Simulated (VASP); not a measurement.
Write the native input for VASP 6.6.1 that does the following.

| Quantity | Value |
| --- | --- |
| Task | relaxation of cell and atoms |
| Functional | PBE-based screened hybrid |
| Potentials or basis | VASP PAW PBE potentials, release 64 (Cl, Na_pv) |
| Cutoff | 600 eV |
| k mesh | 4 × 4 × 4 |
| Occupations | fermi-dirac, width 0.05 eV |
| Spin | no spin polarisation |
| Dipole correction | no |
| Grid for exact exchange (PRECFOCK) | Normal |
| Share of exact exchange | 0.25 |
| Further INCAR settings | ALGO = Normal; EDIFF = 1e-07; IBRION = 2; EDIFFG = -0.01; NSW = 60; ISIF = 3 |
| Screening parameter | 0.3 1/Å |

NaCl:

```
CELL_PARAMETERS angstrom
3.50219 0.00000 0.00000
0.00000 3.50219 0.00000
0.00000 0.00000 3.50219
ATOMIC_POSITIONS crystal
Cl 0.50000 0.50000 0.50000
Na 0.00000 0.00000 0.00000
```

The input as run:

POSCAR

```
NaCl
1.0
    3.5021900000      0.0000000000      0.0000000000
    0.0000000000      3.5021900000      0.0000000000
    0.0000000000      0.0000000000      3.5021900000
Cl Na
1 1
Direct
    0.5000000000      0.5000000000      0.5000000000
    0.0000000000      0.0000000000      0.0000000000
```

INCAR.step1

```
ALGO = Normal
EDIFF = 1E-5
ENCUT = 600
GGA = PE
ISMEAR = -1
LASPH = T
LCHARG = F
LREAL = F
LWAVE = T
NBANDS = 14
NELM = 60
PREC = Accurate
SIGMA = 0.05
```

INCAR.step2

```
AEXX = 0.25
ALGO = Normal
EDIFF = 1E-7
EDIFFG = -0.01
ENCUT = 600
GGA = PE
HFSCREEN = 0.3
IBRION = 2
ISIF = 3
ISMEAR = -1
ISTART = 1
LASPH = T
LCHARG = F
LHFCALC = T
LREAL = F
LWAVE = F
NELM = 60
NSW = 60
PREC = Accurate
PRECFOCK = Normal
SIGMA = 0.05
```

KPOINTS

```
k-points
0
Gamma
  4 4 4
```

Potentials or basis: VASP PAW PBE potentials, release 64 (Cl, Na_pv).

Command:

```sh
$ cat potpaw_PBE.64/Cl/POTCAR potpaw_PBE.64/Na_pv/POTCAR > POTCAR
$ cp INCAR.step1 INCAR
$ mpirun -np 1 vasp_std > vasp.out
$ cp INCAR.step2 INCAR
$ mpirun -np 1 vasp_std > vasp.out
```

Results of the run:

```json
{
  "Relaxed volume": "21.27 Å³/atom",
  "Relaxed cell": "a = 3.491 Å, b = 3.491 Å, c = 3.491 Å, α = 90.00°, β = 90.00°, γ = 90.00°",
  "Space group after relaxing (to 0.05 Å)": "Pm-3m (No. 221)",
  "Energy gained by relaxing": "0.2 meV/atom",
  "Ionic steps": "3",
  "Pressure after relaxing": "-0.1 GPa",
  "Band gap on the k mesh": "5.08 eV, indirect (least direct gap 5.62 eV)"
}
```

Caveat: the k points lie up to 0.45 Å⁻¹ apart in the final cell; the PAW data sets were made with another functional, which shifts forces and pressure a little.

It took 7.7 min on 1 thread of AMD EPYC 9R14 (Zen 4), with other jobs on the host, peak memory 0.23 GiB.
